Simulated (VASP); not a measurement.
# BaTiO3 (R3m) in VASP: notebook

BaTiO3 is run at these levels: PBE+D3(BJ), r2SCAN+D3(BJ), PBEsol+U, PBEsol; tasks: single point.

Everything below comes from runs of VASP 6.6.1. Logs are shortened: lines on timing, memory, paths and dates and some standing lists are left out, and cuts for length are marked.

## Step 1: The cell of the first run

It takes space group R3m (No. 160, trigonal). The conventional cell has a = 5.673 Å, b = 5.673 Å, c = 6.982 Å, α = 90.00°, β = 90.00°, γ = 120.00°. Within 3.7 Å of Ba (site symmetry 3m) lie 12 O at 2.77 to 2.92 Å and 8 Ti at 3.40 to 3.58 Å. Within 2.5 Å of Ti (site symmetry 3m) lie 6 O at 1.88 to 2.15 Å. O (site symmetry m) has 2 Ti at 1.88 to 2.15 Å within 2.5 Å.

## Step 2: Single point, PBE+D3(BJ)

INCAR

```
SYSTEM = BaTiO3
PREC     = Accurate       ! precision mode
ENCUT    = 520            ! plane-wave cutoff, eV
EDIFF    = 1E-6           ! SCF threshold, eV
ISMEAR   = -1             ! smearing method
SIGMA    = 0.05           ! smearing width, eV
LREAL    = .FALSE.        ! projectors in reciprocal space
LASPH    = .TRUE.         ! aspherical terms in the spheres
NELM     = 80             ! most SCF steps
ALGO     = Normal         ! electronic algorithm
ISIF     = 2              ! what is computed and relaxed
LWAVE    = .FALSE.        ! write WAVECAR
LCHARG   = .FALSE.        ! write CHGCAR
GGA      = PE             ! functional
IVDW     = 12             ! dispersion correction
NBANDS   = 28             ! bands
```

KPOINTS

```
Automatic mesh
0
G
  7 7 7
  0 0 0
```

POSCAR

```
BaTiO3
1.0
    2.8365078976      1.6376585982      2.3273996886
   -2.8365078976      1.6376585982      2.3273996886
    0.0000000000     -3.2753171965      2.3273996885
Ba Ti O
1 1 3
Direct
   -0.0031727539     -0.0031727539     -0.0031727539
    0.4842731664      0.4842731664      0.4842731664
    0.5101641305      0.0177713265      0.5101641305
    0.0177713265      0.5101641305      0.5101641305
    0.5101641305      0.5101641305      0.0177713265
```

Potentials or basis: VASP PAW PBE potentials, release 64 (Ba_sv, Ti_sv, O).

Command:

```console
$ cat potpaw_PBE.64/Ba_sv/POTCAR potpaw_PBE.64/Ti_sv/POTCAR potpaw_PBE.64/O/POTCAR > POTCAR
$ mpirun -np 1 vasp_std > vasp.out
```

OUTCAR:

```text
SYSTEM = BaTiO3
   PREC = Accurate
   ENCUT = 520
   EDIFF = 1E-6
   ISMEAR = -1
   LREAL = .FALSE.
   LASPH = .TRUE.
   NELM = 80
   ISIF = 2
   GGA = PE
   IVDW = 12
 IVDW          = 12

 ion  position               nearest neighbor table
   1  0.997  0.997  0.997-   3 2.77   4 2.77   5 2.77   4 2.84   3 2.84   4 2.84   3 2.84   5 2.84
                             5 2.84   4 2.92   3 2.92   5 2.92   2 3.40   2 3.45   2 3.45   2 3.45
   2  0.484  0.484  0.484-   5 1.88   4 1.88   3 1.88   5 2.15   4 2.15   3 2.15   1 3.40   1 3.45
                             1 3.45   1 3.45   1 3.51   1 3.51   1 3.51   1 3.58
   3  0.510  0.018  0.510-   2 1.88   2 2.15   1 2.77   1 2.84   1 2.84   1 2.92
   4  0.018  0.510  0.510-   2 1.88   2 2.15   1 2.77   1 2.84   1 2.84   1 2.92
   5  0.510  0.510  0.018-   2 1.88   2 2.15   1 2.77   1 2.84   1 2.84   1 2.92

  LATTYP: Found a trigonal (rhomboedric) cell.
 ALAT       =     4.0180209118
 COS(alpha) =     0.0032790094

  Lattice vectors:

 A1 = (   2.8365078976,   1.6376585982,   2.3273996886)
 A2 = (  -2.8365078976,   1.6376585982,   2.3273996886)
 A3 = (   0.0000000000,  -3.2753171965,   2.3273996885)

Analysis of symmetry for initial positions (statically):
=====================================================================
 Subroutine PRICEL returns:
 Original cell was already a primitive cell.

 Routine SETGRP: Setting up the symmetry group for a
 trigonal (rhombohedral) supercell.

 Subroutine GETGRP returns: Found  6 space group operations
 (whereof  6 operations were pure point group operations)
 out of a pool of 12 trial point group operations.

The static configuration has the point symmetry C_3v.

Analysis of symmetry for dynamics (positions and initial velocities):
=====================================================================
 Subroutine PRICEL returns:
 Original cell was already a primitive cell.

 Routine SETGRP: Setting up the symmetry group for a
 trigonal (rhombohedral) supercell.

 Subroutine GETGRP returns: Found  6 space group operations
 (whereof  6 operations were pure point group operations)
 out of a pool of 12 trial point group operations.

The dynamic configuration has the point symmetry C_3v.

 Subroutine INISYM returns: Found  6 space group operations
 (whereof  6 operations are pure point group operations),
 and found     1 'primitive' translations

----------------------------------------------------------------------------------------

                                     Primitive cell

  volume of cell :      64.8679

  direct lattice vectors                    reciprocal lattice vectors
     2.836507898  1.637658598  2.327399689     0.176273086  0.101771314  0.143221353
    -2.836507898  1.637658598  2.327399689    -0.176273086  0.101771314  0.143221353
     0.000000000 -3.275317197  2.327399688     0.000000000 -0.203542627  0.143221353

  length of vectors
     4.018020912  4.018020912  4.018020912     0.248881412  0.248881412  0.248881412

  position of ions in fractional coordinates (direct lattice)
     0.996827246  0.996827246  0.996827246
     0.484273166  0.484273166  0.484273166
     0.510164131  0.017771326  0.510164131
     0.017771326  0.510164131  0.510164131
     0.510164131  0.510164131  0.017771326

  ion indices of the primitive-cell ions
   primitive index   ion index
                 1           1
                 2           2
                 3           3
                 4           4
                 5           5

----------------------------------------------------------------------------------------

 KPOINTS: Automatic mesh

Automatic generation of k-mesh.
 Grid dimensions read from file:
 generate k-points for:    7    7    7

 Generating k-lattice:

  Cartesian coordinates                     Fractional coordinates (reciprocal lattice)
     0.025181869  0.014538759  0.020460193     0.142857143  0.000000000  0.000000000
    -0.025181869  0.014538759  0.020460193     0.000000000  0.142857143  0.000000000
     0.000000000 -0.029077518  0.020460193     0.000000000  0.000000000  0.142857143

  Length of vectors
     0.035554487  0.035554487  0.035554487

  Shift w.r.t. Gamma in fractional coordinates (k-lattice)
     0.000000000  0.000000000  0.000000000

 Subroutine IBZKPT returns following result:
 ===========================================

 Found     44 irreducible k-points:

 Following reciprocal coordinates:
            Coordinates               Weight
  0.000000  0.000000  0.000000      1.000000
  0.142857  0.000000 -0.000000      6.000000
  0.285714  0.000000 -0.000000      6.000000
  0.428571  0.000000 -0.000000      6.000000
  0.142857  0.142857 -0.000000      6.000000
  0.285714  0.142857  0.000000     12.000000
[... 16 lines left out ...]
  0.285714  0.285714  0.142857      6.000000
  0.428571  0.285714  0.142857     12.000000
 [... further k-points ...]
[... 39 lines left out ...]
  volume/ion in A,a.u.               =      12.97        87.55
  Fermi-wavevector in a.u.,A,eV,Ry     =   1.393429  2.633200 26.417690  1.941645
  Thomas-Fermi vector in A             =   2.517076
   LORBIT       =      0    0 simple, 1 ext, 2 COOP (PROOUT), +10 PAW based schemes
   GGA     = PE    functional components
   LHFCALC =     F    Hartree Fock is set to
   AEXX    =    0.0000 exact exchange contribution
   IVDW    =    12    specifies the selected vdW correction
   LEPSILON=     F    determine dielectric tensor
   LRPA    =     F    only Hartree local field effects (RPA)
 non-spin polarized calculation
  energy-cutoff  :      520.00
  volume of cell :       64.87
 maximum number of plane-waves:      1768
 NGX is ok and might be reduce to    30

 number of electron      39.9999999 magnetization

 Free energy of the ion-electron system (eV)
  ---------------------------------------------------
  ext. energy  EPLUGINS =         0.00000000
  ---------------------------------------------------
  free energy    TOTEN  =       -40.01666452 eV

  energy without entropy =      -40.01666452  energy(sigma->0) =      -40.01666452

 E-fermi :   4.7848     XC(G=0): -11.1801

 val. band max:        3.6274434203   @ k =   0.4286   0.4286   0.4286
 cond. band min:       6.0748341885   @ k =   0.0000   0.0000   0.0000
 fundamental gap:      2.4473907683
 Fermi energy:         4.7847983066

 k-point     1 :       0.0000    0.0000    0.0000
  band No.  band energies     occupation
      1     -52.6390      2.00000
      2     -28.8895      2.00000
      3     -28.8895      2.00000
      4     -28.8888      2.00000
      5     -21.1383      2.00000
      6     -13.1177      2.00000
[... 20 lines left out ...]
     27       8.7604      0.00000
     28      10.9317      0.00000

 k-point     2 :       0.1429    0.0000   -0.0000
  band No.  band energies     occupation
      1     -52.6388      2.00000
      2     -28.8989      2.00000
      3     -28.8892      2.00000
      4     -28.8887      2.00000
      5     -21.1177      2.00000
      6     -13.1285      2.00000
[... 20 lines left out ...]
     27       9.1466      0.00000
     28      11.4137      0.00000

 k-point     3 :       0.2857    0.0000   -0.0000
  band No.  band energies     occupation
      1     -52.6384      2.00000
      2     -28.9202      2.00000
      3     -28.8883      2.00000
      4     -28.8878      2.00000
      5     -21.0706      2.00000
      6     -13.2107      2.00000
[... 20 lines left out ...]
     27      10.1214      0.00000
     28      12.0261      0.00000

 k-point     4 :       0.4286    0.0000   -0.0000
  band No.  band energies     occupation
      1     -52.6381      2.00000
      2     -28.9372      2.00000
      3     -28.8877      2.00000
      4     -28.8872      2.00000
      5     -21.0320      2.00000
      6     -13.3110      2.00000
[... 578 lines left out ...]
     27       9.7841      0.00000
     28      11.6705      0.00000

 k-point    23 :       0.2857    0.2857    0.1429
  band No.  band energies     occupation
      1     -52.6376      2.00000
      2     -28.9180      2.00000
      3     -28.9180      2.00000
      4     -28.8962      2.00000
      5     -21.0039      2.00000
      6     -12.9724      2.00000
[... 20 lines left out ...]
     27      11.4522      0.00000
     28      12.0007      0.00000

 k-point    24 :       0.4286    0.2857    0.1429
  band No.  band energies     occupation
      1     -52.6373      2.00000
      2     -28.9347      2.00000
      3     -28.9171      2.00000
      4     -28.8955      2.00000
      5     -20.9747      2.00000
      6     -12.9284      2.00000
[... 20 lines left out ...]
     27      11.9936      0.00000
     28      12.1545      0.00000

 [... further k-points ...]

------------------------ aborting loop because EDIFF is reached ----------------------------------------

 Edisp (eV)   -1.30940

 E8    (eV) :    -0.5954

  FORCE on cell =-STRESS in cart. coord.  units (eV):
  Direction    XX          YY          ZZ          XY          YZ          ZX
  --------------------------------------------------------------------------------------
  -------------------------------------------------------------------------------------
  Total       0.72539     0.72539     0.69845     0.00000     0.00000    -0.00000
  in kB      17.91650    17.91650    17.25100     0.00000     0.00000    -0.00000
  external pressure =       17.69 kB  Pullay stress =        0.00 kB

 VOLUME and BASIS-vectors are now :
 -----------------------------------------------------------------------------
  energy-cutoff  :      520.00
  volume of cell :       64.87
      direct lattice vectors                 reciprocal lattice vectors
     2.836507898  1.637658598  2.327399689     0.176273086  0.101771314  0.143221353
    -2.836507898  1.637658598  2.327399689    -0.176273086  0.101771314  0.143221353
     0.000000000 -3.275317197  2.327399688     0.000000000 -0.203542627  0.143221353

 POSITION                                       TOTAL-FORCE (eV/Angst)
 -----------------------------------------------------------------------------------
      0.00000     -0.00000      6.96005         0.000000     -0.000000      0.038727
      0.00000     -0.00000      3.38129         0.000000     -0.000000      0.072703
      1.39668     -0.80637      2.41607         0.024358     -0.014063     -0.037143
     -1.39668     -0.80637      2.41607        -0.024358     -0.014063     -0.037143
      0.00000      1.61274      2.41607         0.000000      0.028126     -0.037143
 -----------------------------------------------------------------------------------
    total drift:                                0.000000      0.000001     -0.000698

  FREE ENERGIE OF THE ION-ELECTRON SYSTEM (eV)
  ---------------------------------------------------
  free  energy   TOTEN  =       -41.3260629578 eV

  energy  without entropy=      -41.3260629578  energy(sigma->0) =      -41.32606296
```

It took 98 s on 1 thread of Intel Xeon Platinum 8259CL at 2.50GHz (Skylake/Cascade Lake), shared host; peak memory 0.23 GiB.

Results:

```
Free energy                : -41.3261 eV
Pressure                   : 1.8 GPa
Largest force              : 0.073 eV/Å
Band gap on the k mesh     : 2.45 eV, indirect (least direct gap 2.81 eV)
Dispersion energy per atom : -0.262 eV
```

Forces on the atoms (eV/Å):
```
Ba   0.000  0.000  0.039
Ti   0.000  0.000  0.073
O    0.024 -0.014 -0.037
O   -0.024 -0.014 -0.037
O    0.000  0.028 -0.037
```

Caveat: spin-orbit coupling is left out, which moves the levels of the heavy elements. A k mesh can miss the band edges.

## Step 3: Single point, r2SCAN+D3(BJ)

This run uses another cell than the first one, of 12.85 Å³/atom, 0.991 times its volume.

POSCAR

```
BaTiO3
1.0
    2.8282727173      1.6329040147      2.3194250915
   -2.8282727173      1.6329040147      2.3194250915
    0.0000000000     -3.2658080294      2.3194250915
Ba Ti O
1 1 3
Direct
   -0.0023600586     -0.0023600586     -0.0023600586
    0.4850781962      0.4850781962      0.4850781962
    0.5094362571      0.0176093483      0.5094362571
    0.0176093483      0.5094362571      0.5094362571
    0.5094362571      0.5094362571      0.0176093483
```

INCAR.step1

```
SYSTEM = BaTiO3
PREC = Accurate
ENCUT = 520
ISMEAR = -1
SIGMA = 0.05
LREAL = .FALSE.
LASPH = .TRUE.
NELM = 80
NBANDS = 28
GGA = PE
ALGO = Normal
EDIFF = 1E-4
LWAVE = .TRUE.
LCHARG = .FALSE.
```

INCAR.step2

```
SYSTEM = BaTiO3
PREC = Accurate
ENCUT = 520
EDIFF = 1E-6
ISMEAR = -1
SIGMA = 0.05
LREAL = .FALSE.
LASPH = .TRUE.
NELM = 80
ALGO = Normal
ISIF = 2
LWAVE = .FALSE.
LCHARG = .FALSE.
METAGGA = R2SCAN
LMIXTAU = .TRUE.
IVDW = 12
VDW_S6 = 1.0
VDW_S8 = 0.78981345
VDW_A1 = 0.49484001
VDW_A2 = 5.73083694
NBANDS = 28
ISTART = 1
```

KPOINTS is that of step 2.

Potentials or basis: VASP PAW PBE potentials, release 64 (Ba_sv, Ti_sv, O).

Command:

```console
$ cat potpaw_PBE.64/Ba_sv/POTCAR potpaw_PBE.64/Ti_sv/POTCAR potpaw_PBE.64/O/POTCAR > POTCAR
$ cp INCAR.step1 INCAR
$ mpirun -np 1 vasp_std > vasp.out
$ cp INCAR.step2 INCAR
$ mpirun -np 1 vasp_std > vasp.out
```

It took 5.2 min on 1 thread of Intel Xeon Platinum 8259CL at 2.50GHz (Skylake/Cascade Lake), shared host; peak memory 0.23 GiB.

Results (log left out):

```
Free energy                : -74.8898 eV
Pressure                   : 2.0 GPa
Largest force              : 0.170 eV/Å
Band gap on the k mesh     : 2.83 eV, indirect (least direct gap 3.17 eV)
Dispersion energy per atom : -0.127 eV
```

Forces on the atoms (eV/Å):
```
Ba   0.000  0.000  0.028
Ti   0.000  0.000  0.170
O    0.059 -0.034 -0.066
O   -0.059 -0.034 -0.066
O    0.000  0.069 -0.066
```

Stress tensor (GPa, compression positive):
```
2.04 0.00 0.00
0.00 2.04 0.00
0.00 0.00 1.91
```

Levels at points of the mesh, in eV from the valence-band top:
```tsv
k point	band 17	band 18	band 19	band 20	band 21	band 22	band 23	band 24
(0.00, 0.00, 0.00)	-1.03	-0.46	-0.35	-0.35	2.83	2.83	2.96	4.84
```

Caveat: the PAW data sets were made with another functional, which shifts forces and pressure a little; spin-orbit coupling is left out, which moves the levels of the heavy elements. r2SCAN opens gaps a little over a GGA but as a rule still falls short of measured ones.

## Step 4: Single point, PBEsol+U

This run uses another cell than the first one, of 12.84 Å³/atom, 0.990 times its volume.

INCAR

```
ALGO     = Normal         # electronic algorithm
EDIFF    = 1E-6           # SCF threshold, eV
ENCUT    = 520            # plane-wave cutoff, eV
GGA      = PS             # functional
ISIF     = 2              # what is computed and relaxed
ISMEAR   = -1             # smearing method
LASPH    = True           # aspherical terms in the spheres
LCHARG   = False          # write CHGCAR
LDAU     = True           # DFT+U
LDAUJ    = 0 0 0        
LDAUL    = -1 2 -1        # shell
LDAUPRINT= 1            
LDAUTYPE = 2            
LDAUU    = 0 6 0          # U, eV
LMAXMIX  = 4              # l up to which the mixer works
LREAL    = False          # projectors in reciprocal space
LWAVE    = False          # write WAVECAR
NBANDS   = 28             # bands
NELM     = 150            # most SCF steps
PREC     = Accurate       # precision mode
SIGMA    = 0.05           # smearing width, eV
```

KPOINTS

```
k-points
0
Gamma
  6 6 6
```

POSCAR

```
BaTiO3
1.0
    2.8273666084      1.6323808724      2.3183934932
   -2.8273666084      1.6323808724      2.3183934932
    0.0000000000     -3.2647617449      2.3183934932
Ba Ti O
1 1 3
Direct
    0.0000000000      0.0000000000      0.0000000000
    0.4845000000      0.4845000000      0.4845000000
    0.5086000000      0.0175000000      0.5086000000
    0.0175000000      0.5086000000      0.5086000000
    0.5086000000      0.5086000000      0.0175000000
```

Command:

```console
$ cat potpaw_PBE.64/Ba_sv/POTCAR potpaw_PBE.64/Ti_sv/POTCAR potpaw_PBE.64/O/POTCAR > POTCAR
$ mpirun -np 1 vasp_std > vasp.out
```

It took 49 s on 1 thread of Intel Xeon Platinum 8488C (Sapphire Rapids), shared host; peak memory 0.2 GiB.

It converged, with:

- Free energy: -37.8625 eV
- Pressure: 6.1 GPa
- Largest force: 1.737 eV/Å
- Band gap on the k mesh: 2.98 eV, indirect (least direct gap 3.39 eV)

Forces in eV/Å, atoms in the order of the input:
```
Ba   0.000  0.000 -0.157
Ti   0.000  0.000  1.737
O    0.706 -0.408 -0.527
O   -0.706 -0.408 -0.527
O    0.000  0.815 -0.527
```

Stress tensor (GPa, compression positive):
```
6.48 0.00 0.00
0.00 6.48 0.00
0.00 0.00 5.39
```

Levels at points of the mesh, in eV from the valence-band top:
```
           k point  band 16  band 17  band 18  band 19  band 20  band 21  band 22  band 23  band 24  band 25
(0.00, 0.00, 0.00)    -1.30    -1.10    -0.48    -0.41    -0.41     2.98     2.98     3.08     4.54     4.54
(0.50, 0.00, 0.00)    -2.11    -1.65    -1.60    -1.00    -0.92     3.21     4.46     4.49     4.57     6.10
(0.50, 0.50, 0.00)    -2.65    -1.86    -0.92    -0.88    -0.10     4.55     4.55     4.90     5.05     7.71
(0.50, 0.50, 0.50)    -2.27    -2.23    -0.02    -0.02     0.00     5.03     5.18     5.18     6.43     6.43
```

Eigenvalues of the final occupation matrices:
| site | spin | trace | eigenvalues |
| --- | --- | --- | --- |
| site 2 d | 1 | 0.80 | 0.10 0.10 0.10 0.24 0.24 |
| site 2 d | 2 | 0.80 | 0.10 0.10 0.10 0.24 0.24 |

Caveat: the PAW data sets were made with another functional, which shifts forces and pressure a little; spin-orbit coupling is left out, which moves the levels of the heavy elements. A k mesh can miss the band edges.

## Step 5: Single point, PBEsol

This run uses another cell than the first one, of 12.84 Å³/atom, 0.990 times its volume.

INCAR

```
SYSTEM = BaTiO3
ALGO = Normal
EDIFF = 1E-6
ENCUT = 520
GGA = PS
ISIF = 2
ISMEAR = -1
LASPH = .True.
LCHARG = .False.
LREAL = .False.
LWAVE = .False.
NBANDS = 28
NELM = 100
PREC = Accurate
SIGMA = 0.05
```

KPOINTS

```
k-points
0
Gamma
  7 7 7
  0 0 0
```

POSCAR is that of step 4.

Command:

```console
$ cat potpaw_PBE.64/Ba_sv/POTCAR potpaw_PBE.64/Ti_sv/POTCAR potpaw_PBE.64/O/POTCAR > POTCAR
$ mpirun -np 1 vasp_std > vasp.out
```

Wall time 92 s (1 thread of Intel Xeon Platinum 8488C (Sapphire Rapids), shared host); peak memory 0.22 GiB.

Results (log left out):

| Quantity | Value |
| --- | --- |
| Free energy | -42.0062 eV |
| Pressure | 0.6 GPa |
| Largest force | 0.143 eV/Å |
| Band gap on the k mesh | 2.40 eV, indirect (least direct gap 2.74 eV) |

Forces on the atoms (eV/Å):
```
Ba   0.000  0.000 -0.126
Ti   0.000  0.000  0.143
O    0.082 -0.048 -0.006
O   -0.082 -0.048 -0.006
O    0.000  0.095 -0.006
```

Stress tensor (GPa, compression positive):
```
0.67 0.00 0.00
0.00 0.67 0.00
0.00 0.00 0.49
```

Levels at points of the mesh, in eV from the valence-band top:
```
           k point  band 18  band 19  band 20  band 21  band 22  band 23
(0.00, 0.00, 0.00)    -0.48    -0.34    -0.34     2.40     2.40     2.54
```

Caveat: the PAW data sets were made with another functional, which shifts forces and pressure a little; spin-orbit coupling is left out, which moves the levels of the heavy elements.

## Step 6: The runs side by side

| level | U | cell | k mesh | gap on the mesh (eV) | pressure (GPa) | largest force (eV/Å) |
| --- | --- | --- | --- | --- | --- | --- |
| PBE+D3(BJ) | - | a = 4.018 Å, angles 89.8°, 5 atoms | 7 × 7 × 7 | 2.45 | 1.8 | 0.07 |
| r2SCAN+D3(BJ) | - | a = 4.006 Å, angles 89.8°, 5 atoms | 7 × 7 × 7 | 2.83 | 2.0 | 0.17 |
| PBEsol+U | Ti d U = 6.0 eV | a = 4.004 Å, angles 89.8°, 5 atoms | 6 × 6 × 6 | 2.98 | 6.1 | 1.74 |
| PBEsol | - | a = 4.004 Å, angles 89.8°, 5 atoms | 7 × 7 × 7 | 2.40 | 0.6 | 0.14 |

Some of these runs hold the atoms at other places in the same cell, which the table doesn't show; runs alike in all that it shows share one row.

Alike in all rows: task single point; potentials or basis VASP PAW PBE potentials, release 64 (Ba_sv, Ti_sv, O); no spin polarisation; cutoff (eV) 520; smearing fermi-dirac 0.05 eV.

Caveats: spin-orbit coupling is left out, which moves the levels of the heavy elements; the PAW data sets were made with another functional, which shifts forces and pressure a little (some runs).

Absolute energies hang on the potentials; compare differences alone.
